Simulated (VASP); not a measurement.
A run of VASP 6.6.1 is set up as follows.

File INCAR:

```
PREC = Accurate
ENCUT = 600
EDIFF = 1E-8
ISMEAR = -1
SIGMA = 0.15
LREAL = F
LASPH = T
NELM = 60
ALGO = Normal
ISIF = 3
LWAVE = F
LCHARG = F
GGA = PS
IBRION = 6
NFREE = 2
POTIM = 0.015
NSW = 1
```

File KPOINTS:

```
Automatic mesh
0
Gamma
  18 18 18
```

POSCAR

```
Al
1.0
    0.0000000000      2.0082222517      2.0082222517
    2.0082222517      0.0000000000      2.0082222517
    2.0082222517      2.0082222517      0.0000000000
Al
1
Direct
    0.0000000000      0.0000000000      0.0000000000
```

Potentials or basis: VASP PAW PBE potentials, release 64 (Al).

Launch:

```console
$ cat potpaw_PBE.64/Al/POTCAR > POTCAR
$ mpirun -np 1 vasp_std > vasp.out
```

(1) What does it give for the elastic constants C11, C12, C44?

(2) Estimate the Voigt bulk modulus.

Results:

(1) 112, 68, 30 GPa.

(2) 82 GPa.

Caveat: the PAW data sets were made with another functional, which shifts forces and pressure a little.
